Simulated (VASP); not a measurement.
# Te2Mo (P6_3/mmc) in VASP: a series of runs

Te2Mo is run at these levels: PBEsol; tasks: single point.

Everything below comes from runs of VASP 6.6.1. Logs are shortened: lines on timing, memory, paths and dates and some standing lists are left out, and cuts for length are marked.

### Step 1. The cell of the first run

It takes space group P6_3/mmc (No. 194, hexagonal). The conventional cell has a = 3.494 Å, b = 3.494 Å, c = 14.006 Å, α = 90.00°, β = 90.00°, γ = 120.00°. Te (site symmetry 3m) has 3 Mo at 2.71 Å and 6 Te at 3.49 Å within 3.6 Å. Mo (site symmetry -6m2) has 6 Te at 2.71 Å and 6 Mo at 3.49 Å within 3.6 Å.

### Step 2. Single point, PBEsol

INCAR

```
SYSTEM = Te2Mo
PREC = Accurate ; ENCUT = 520
EDIFF = 1E-6 ; ISMEAR = 0
SIGMA = 0.02 ; LREAL = .FALSE.
LASPH = .TRUE. ; NELM = 60
ALGO = Normal ; ISIF = 2
LWAVE = .FALSE. ; LCHARG = .FALSE.
GGA = PS ; NBANDS = 35
```

KPOINTS

```
regular mesh
0
G
  12 12 2
  0 0 0
```

POSCAR

```
Te2Mo
1.0
    3.4941844317      0.0000000000      0.0000000000
   -1.7470922159      3.0260524833      0.0000000000
    0.0000000000      0.0000000000     14.0056278935
Te Mo
4 2
Direct
    0.3333333333      0.6666666667      0.6211204717
    0.6666666667      0.3333333333      0.1211204717
    0.6666666667      0.3333333333      0.3788795283
    0.3333333333      0.6666666667      0.8788795283
    0.3333333333      0.6666666667      0.2500000000
    0.6666666667      0.3333333333      0.7500000000
```

Potentials or basis: VASP PAW PBE potentials, release 64 (Te, Mo_sv).

The run is started by

```sh
cat potpaw_PBE.64/Te/POTCAR potpaw_PBE.64/Mo_sv/POTCAR > POTCAR
mpirun -np 1 vasp_std > vasp.out
```

OUTCAR:

```text
SYSTEM = Te2Mo
   PREC = Accurate
   ENCUT = 520
   EDIFF = 1E-6
   ISMEAR = 0
   LREAL = .FALSE.
   LASPH = .TRUE.
   NELM = 60
   ISIF = 2
   GGA = PS

 ion  position               nearest neighbor table
   1  0.333  0.667  0.621-   6 2.71   6 2.71   6 2.71   4 3.61
   2  0.667  0.333  0.121-   5 2.71   5 2.71   5 2.71   3 3.61
   3  0.667  0.333  0.379-   5 2.71   5 2.71   5 2.71   2 3.61
   4  0.333  0.667  0.879-   6 2.71   6 2.71   6 2.71   1 3.61
   5  0.333  0.667  0.250-   2 2.71   3 2.71   2 2.71   3 2.71   2 2.71   3 2.71
   6  0.667  0.333  0.750-   1 2.71   4 2.71   1 2.71   4 2.71   1 2.71   4 2.71

  LATTYP: Found a hexagonal cell.
 ALAT       =     3.4941844317
 C/A-ratio  =     4.0082680715

  Lattice vectors:

 A1 = (   3.4941844317,   0.0000000000,   0.0000000000)
 A2 = (  -1.7470922159,   3.0260524833,   0.0000000000)
 A3 = (   0.0000000000,   0.0000000000,  14.0056278935)

Analysis of symmetry for initial positions (statically):
=====================================================================
 Subroutine PRICEL returns:
 Original cell was already a primitive cell.

 Routine SETGRP: Setting up the symmetry group for a
 hexagonal supercell.

 Subroutine GETGRP returns: Found 24 space group operations
 (whereof 12 operations were pure point group operations)
 out of a pool of 24 trial point group operations.

The static configuration has the point symmetry D_3d.
 The point group associated with its full space group is D_6h.

Analysis of symmetry for dynamics (positions and initial velocities):
=====================================================================
 Subroutine PRICEL returns:
 Original cell was already a primitive cell.

 Routine SETGRP: Setting up the symmetry group for a
 hexagonal supercell.

 Subroutine GETGRP returns: Found 24 space group operations
 (whereof 12 operations were pure point group operations)
 out of a pool of 24 trial point group operations.

The dynamic configuration has the point symmetry D_3d.
 The point group associated with its full space group is D_6h.

 Subroutine INISYM returns: Found 24 space group operations
 (whereof 12 operations are pure point group operations),
 and found     1 'primitive' translations

----------------------------------------------------------------------------------------

                                     Primitive cell

  volume of cell :     148.0897

  direct lattice vectors                    reciprocal lattice vectors
     3.494184432  0.000000000  0.000000000     0.286189816  0.165231767  0.000000000
    -1.747092216  3.026052483  0.000000000     0.000000000  0.330463535  0.000000000
     0.000000000  0.000000000 14.005627893     0.000000000  0.000000000  0.071399869

  length of vectors
     3.494184432  3.494184432 14.005627893     0.330463535  0.330463535  0.071399869

  position of ions in fractional coordinates (direct lattice)
     0.333333333  0.666666667  0.621120472
     0.666666667  0.333333333  0.121120472
     0.666666667  0.333333333  0.378879528
     0.333333333  0.666666667  0.878879528
     0.333333333  0.666666667  0.250000000
     0.666666667  0.333333333  0.750000000

  ion indices of the primitive-cell ions
   primitive index   ion index
                 1           1
                 2           2
                 3           3
                 4           4
                 5           5
                 6           6

----------------------------------------------------------------------------------------

 KPOINTS: regular mesh

Automatic generation of k-mesh.
 Grid dimensions read from file:
 generate k-points for:   12   12    2

 Generating k-lattice:

  Cartesian coordinates                     Fractional coordinates (reciprocal lattice)
     0.023849151  0.013769314  0.000000000     0.083333333 -0.000000000  0.000000000
     0.000000000  0.027538628  0.000000000     0.000000000  0.083333333  0.000000000
     0.000000000  0.000000000  0.035699935     0.000000000  0.000000000  0.500000000

  Length of vectors
     0.027538628  0.027538628  0.035699935

  Shift w.r.t. Gamma in fractional coordinates (k-lattice)
     0.000000000  0.000000000  0.000000000

 Subroutine IBZKPT returns following result:
 ===========================================

 Found     38 irreducible k-points:

 Following reciprocal coordinates:
            Coordinates               Weight
  0.000000  0.000000  0.000000      1.000000
  0.083333  0.000000  0.000000      6.000000
  0.166667  0.000000  0.000000      6.000000
  0.250000  0.000000  0.000000      6.000000
  0.333333 -0.000000  0.000000      6.000000
  0.416667  0.000000  0.000000      6.000000
[... 16 lines left out ...]
  0.250000  0.000000  0.500000      6.000000
  0.333333 -0.000000  0.500000      6.000000
 [... further k-points ...]
   k-points           NKPTS =     38   k-points in BZ     NKDIM =     38   number of bands    NBANDS=     35
   number of dos      NEDOS =    301   number of ions     NIONS =      6
   total plane-waves  NPLWV =  84672
   dimension x,y,z NGX =    28 NGY =   28 NGZ =  108
   dimension x,y,z NGXF=    56 NGYF=   56 NGZF=  216
   ions per type =               4   2
   NGX,Y,Z   is equivalent  to a cutoff of  13.32, 13.32, 12.82 a.u.
   NGXF,Y,Z  is equivalent  to a cutoff of  26.64, 26.64, 25.64 a.u.
 SYSTEM =  Te2Mo
   PREC   = accura    normal or accurate (medium, high low for compatibility)
   ISTART =      0    job   : 0-new  1-cont  2-samecut
   ICHARG =      2    charge: 1-file 2-atom 10-const
   ISPIN  =      1    spin polarized calculation?
   LNONCOLLINEAR =      F non collinear calculations
   LSORBIT =      F    spin-orbit coupling
   LASPH  =      T    aspherical Exc in radial PAW
   ENCUT  =  520.0 eV  38.22 Ry    6.18 a.u.   6.50  6.50 26.04*2*pi/ulx,y,z
   NELM   =     60;   NELMIN=  2; NELMDL= -5     # of ELM steps
   EDIFF  = 0.1E-05   stopping-criterion for ELM
   LREAL  =      F    real-space projection
   EDIFFG = 0.1E-04   stopping-criterion for IOM
   NSW    =      0    number of steps for IOM
   IBRION =     -1    ionic relax: 0-MD 1-quasi-New 2-CG
   NFREE  =      0    steps in history (QN), initial steepest desc. (CG)
   ISIF   =      2    stress and relaxation
   ISYM   =      2    0-nonsym 1-usesym 2-fastsym
   POTIM  = 0.5000    time-step for ionic-motion
   TEBEG  =    0.0;   TEEND  =   0.0 temperature during run
   PSTRESS=    0.0 pullay stress
   NELECT =      52.0000    total number of electrons
   NUPDOWN=      -1.0000    fix difference up-down
   EMIN   =  10.00;   EMAX   =-10.00  energy-range for DOS
   EFERMI =   0.00;   METHOD = LEGACY
   ISMEAR =     0;   SIGMA  =   0.02  broadening in eV -4-tet -1-fermi 0-gaus
   EFERMI_NEDOS =   21; number of points for ismear=-14 and -15
   IALGO  =     38    algorithm
   IMIX   =      4    mixing-type and parameters
     AMIX     =   0.40;   BMIX     =  1.00
     AMIX_MAG =   1.60;   BMIX_MAG =  1.00
  volume/ion in A,a.u.               =      24.68       166.56
  Fermi-wavevector in a.u.,A,eV,Ry     =   1.154962  2.182562 18.149315  1.333937
  Thomas-Fermi vector in A             =   2.291594
   LORBIT       =      0    0 simple, 1 ext, 2 COOP (PROOUT), +10 PAW based schemes
   GGA     = PS    functional components
   LHFCALC =     F    Hartree Fock is set to
   AEXX    =    0.0000 exact exchange contribution
   IVDW    =     0    specifies the selected vdW correction
   LEPSILON=     F    determine dielectric tensor
   LRPA    =     F    only Hartree local field effects (RPA)
 non-spin polarized calculation
 Gauss-broadening in eV      SIGMA  =   0.02
  energy-cutoff  :      520.00
  volume of cell :      148.09
 maximum number of plane-waves:      4038
 NGX is ok and might be reduce to    28
   NGX = 13   NGY = 13   NGZ = 53

 number of electron      51.9999995 magnetization

 Free energy of the ion-electron system (eV)
  ---------------------------------------------------
  ext. energy  EPLUGINS =         0.00000000
  ---------------------------------------------------
  free energy    TOTEN  =       -39.39546915 eV

  energy without entropy =      -39.39546915  energy(sigma->0) =      -39.39546915

 E-fermi :   8.2742     XC(G=0): -10.6330

 val. band max:        8.1196308214   @ k =   0.0000   0.0000   0.0000
 cond. band min:       8.8850386658   @ k =   0.2500   0.1667   0.0000
 fundamental gap:      0.7654078444
 Fermi energy:         8.2742493435

 k-point     1 :       0.0000    0.0000    0.0000
  band No.  band energies     occupation
      1     -52.5516      2.00000
      2     -52.5516      2.00000
      3     -26.7627      2.00000
      4     -26.7627      2.00000
      5     -26.6137      2.00000
      6     -26.6137      2.00000
[... 27 lines left out ...]
     34      11.6416      0.00000
     35      13.8807      0.00000

 k-point     2 :       0.0833    0.0000    0.0000
  band No.  band energies     occupation
      1     -52.5509      2.00000
      2     -52.5508      2.00000
      3     -26.7606      2.00000
      4     -26.7606      2.00000
      5     -26.6234      2.00000
      6     -26.6234      2.00000
[... 27 lines left out ...]
     34      11.4413      0.00000
     35      14.3198      0.00000

 k-point     3 :       0.1667    0.0000    0.0000
  band No.  band energies     occupation
      1     -52.5489      2.00000
      2     -52.5488      2.00000
      3     -26.7547      2.00000
      4     -26.7547      2.00000
      5     -26.6496      2.00000
      6     -26.6496      2.00000
[... 27 lines left out ...]
     34      11.6384      0.00000
     35      14.5112      0.00000

 k-point     4 :       0.2500    0.0000    0.0000
  band No.  band energies     occupation
      1     -52.5461      2.00000
      2     -52.5461      2.00000
      3     -26.7468      2.00000
      4     -26.7468      2.00000
      5     -26.6852      2.00000
      6     -26.6852      2.00000
[... 27 lines left out ...]
     34      11.8553      0.00000
     35      14.3374      0.00000

 k-point     5 :       0.3333   -0.0000    0.0000
  band No.  band energies     occupation
      1     -52.5434      2.00000
      2     -52.5434      2.00000
      3     -26.7388      2.00000
      4     -26.7388      2.00000
      5     -26.7206      2.00000
      6     -26.7206      2.00000
[... 638 lines left out ...]
 k-point    22 :       0.1667    0.0000    0.5000
  band No.  band energies     occupation
      1     -52.5488      2.00000
      2     -52.5488      2.00000
      3     -26.7547      2.00000
      4     -26.7547      2.00000
      5     -26.6496      2.00000
      6     -26.6496      2.00000
[... 27 lines left out ...]
     34      11.5120      0.00000
     35      14.9844      0.00000

 k-point    23 :       0.2500    0.0000    0.5000
  band No.  band energies     occupation
      1     -52.5461      2.00000
      2     -52.5461      2.00000
      3     -26.7468      2.00000
      4     -26.7468      2.00000
      5     -26.6852      2.00000
      6     -26.6852      2.00000
[... 27 lines left out ...]
     34      11.6499      0.00000
     35      14.2625      0.00000

 k-point    24 :       0.3333   -0.0000    0.5000
  band No.  band energies     occupation
      1     -52.5434      2.00000
      2     -52.5434      2.00000
      3     -26.7388      2.00000
      4     -26.7388      2.00000
      5     -26.7206      2.00000
      6     -26.7206      2.00000
[... 27 lines left out ...]
     34      11.7264      0.00000
     35      13.3520      0.00000

 [... further k-points ...]

------------------------ aborting loop because EDIFF is reached ----------------------------------------

  FORCE on cell =-STRESS in cart. coord.  units (eV):
  Direction    XX          YY          ZZ          XY          YZ          ZX
  --------------------------------------------------------------------------------------
  -------------------------------------------------------------------------------------
  Total        0.0792201      0.0792201      0.2054660     -0.0000000      0.0000000     -0.0000000
  in kB        0.8570793      0.8570793      2.2229292     -0.0000000      0.0000000     -0.0000000
  external PRESSURE =       1.3123626 kB  Pullay stress =       0.0000000 kB

 VOLUME and BASIS-vectors are now :
 -----------------------------------------------------------------------------
  energy-cutoff  :      520.00
  volume of cell :      148.09
      direct lattice vectors                 reciprocal lattice vectors
     3.494184432  0.000000000  0.000000000     0.286189816  0.165231767  0.000000000
    -1.747092216  3.026052483  0.000000000     0.000000000  0.330463535  0.000000000
     0.000000000  0.000000000 14.005627893     0.000000000  0.000000000  0.071399869

 POSITION                                       TOTAL-FORCE (eV/Angst)
 -----------------------------------------------------------------------------------
     -0.00000      2.01737      8.69918         0.000000      0.000000     -0.032715
      1.74709      1.00868      1.69637         0.000000     -0.000000     -0.032715
      1.74709      1.00868      5.30645         0.000000     -0.000000      0.032715
     -0.00000      2.01737     12.30926         0.000000      0.000000      0.032715
     -0.00000      2.01737      3.50141        -0.000000      0.000000      0.000000
      1.74709      1.00868     10.50422         0.000000     -0.000000      0.000000
 -----------------------------------------------------------------------------------
    total drift:                                0.000000     -0.000000      0.000000

  FREE ENERGIE OF THE ION-ELECTRON SYSTEM (eV)
  ---------------------------------------------------
  free  energy   TOTEN  =       -39.3954691498 eV

  energy  without entropy=      -39.3954691498  energy(sigma->0) =      -39.39546915
```

Wall time 2.4 min (1 thread of Intel Xeon Platinum 8559C (Emerald Rapids), shared host); peak memory 0.36 GiB.

What came out:

| Item | Value |
| --- | --- |
| Free energy | -39.3955 eV |
| Pressure | 0.1 GPa |
| Largest force | 0.033 eV/Å |
| Band gap on the k mesh | 0.77 eV, indirect (least direct gap 1.09 eV) |

Forces in eV/Å, atoms in the order of the input:
```
Te   0.000  0.000 -0.033
Te   0.000  0.000 -0.033
Te   0.000  0.000  0.033
Te   0.000  0.000  0.033
Mo   0.000  0.000  0.000
Mo   0.000  0.000  0.000
```

Caveat: the PAW data sets were made with another functional, which shifts forces and pressure a little; spin-orbit coupling is left out, which moves the levels of the heavy elements; this functional lacks dispersion, which binds the layers, so the pressure and a relaxed spacing across them are unreliable. As with any semilocal functional, this PBEsol gap is likely too small.

### Step 3. Single point, PBEsol

This run uses another cell than the first one, of 26.88 Å³/atom, 1.089 times its volume.

INCAR

```
PREC = Accurate
ENCUT = 500
EDIFF = 1E-6
ISMEAR = 0
SIGMA = 0.1
LREAL = F
LASPH = T
NELM = 120
ALGO = Normal
ISIF = 2
LWAVE = F
LCHARG = F
GGA = PS
NBANDS = 35
GGA_COMPAT = F
```

KPOINTS

```
Automatic mesh
0
Gamma
  6 6 2
```

POSCAR

```
Te2Mo
1.0
    3.5656545593      0.0000000000      0.0000000000
   -1.7828272797      3.0879474295      0.0000000000
    0.0000000000      0.0000000000     14.6477784100
Te Mo
4 2
Direct
    0.3333333300      0.6666666700      0.6278226900
    0.6666666700      0.3333333300      0.1278226900
    0.6666666700      0.3333333300      0.3721773100
    0.3333333300      0.6666666700      0.8721773100
    0.3333333300      0.6666666700      0.2500000000
    0.6666666700      0.3333333300      0.7500000000
```

Potentials or basis: VASP PAW PBE potentials, release 64 (Te, Mo_sv).

The run is started by

```sh
cat potpaw_PBE.64/Te/POTCAR potpaw_PBE.64/Mo_sv/POTCAR > POTCAR
mpirun -np 1 vasp_std > vasp.out
```

It took 96 s on 1 thread of Intel Xeon 6975P-C, shared host; peak memory 0.31 GiB.

It converged, with:

* Free energy: -39.3000 eV
* Pressure: -2.7 GPa
* Largest force: 0.079 eV/Å
* Band gap on the k mesh: 0.93 eV, indirect (least direct gap 0.97 eV)

Forces on the atoms (eV/Å):
```
Te   0.000  0.000  0.079
Te   0.000  0.000  0.079
Te   0.000  0.000 -0.079
Te   0.000  0.000 -0.079
Mo   0.000  0.000  0.000
Mo   0.000  0.000  0.000
```

Stress tensor (GPa, compression positive):
```
-3.32  0.00  0.00
 0.00 -3.32  0.00
 0.00  0.00 -1.59
```

Levels at points of the mesh, in eV from the valence-band top:
```csv
k point,band 24,band 25,band 26,band 27,band 28,band 29
"(0.00, 0.00, 0.00)",-0.81,-0.57,0.00,2.91,2.91,2.98
"(0.50, 0.00, 0.00)",-0.83,-0.53,-0.39,1.26,1.29,1.51
"(0.00, 0.00, 0.50)",-1.01,-0.12,-0.12,2.93,2.93,2.93
"(0.50, 0.00, 0.50)",-0.83,-0.46,-0.46,1.28,1.28,1.62
```

Caveat: the PAW data sets were made with another functional, which shifts forces and pressure a little; spin-orbit coupling is left out, which moves the levels of the heavy elements; this functional lacks dispersion, which binds the layers, so the pressure and a relaxed spacing across them are unreliable. A k mesh can miss the band edges.
